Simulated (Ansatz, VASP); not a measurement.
# Two plane-wave programs on ScAl2

```
Sc Al
1.0
     0.00000    3.80067    3.80067
     3.80067    0.00000    3.80067
     3.80067    3.80067    0.00000
Sc Al
2 4
Direct
  0.50000 0.50000 0.50000
  0.75000 0.75000 0.75000
  0.12500 0.12500 0.12500
  0.62500 0.12500 0.12500
  0.12500 0.62500 0.12500
  0.12500 0.12500 0.62500
```

Alike in both runs: task single point; functional PBEsol; k mesh 8 × 8 × 8; occupations gaussian, width 0.1 eV; no spin polarisation.

|  | VASP | Ansatz |
| --- | --- | --- |
| version | VASP 6.6.1 | Ansatz 0.2.0 |
| potentials or method | VASP PAW PBE potentials, release 64 (Sc_sv, Al), cutoff 520 eV | scalar-relativistic, plane waves, PAW |
| valence electrons in the cell | 34 | 34 |

VASP gave:

```
gap on the k mesh at the Fermi level (eV) : none
pressure (GPa)                            : -2.5
```

Question: Estimate Ansatz's values.

Answer: gap on the k mesh at the Fermi level (eV): none; pressure (GPa): -2.6.

VASP's potentials were made for PBE, not for PBEsol. A gap of «none» marks a metal or a gap that the smearing closes.
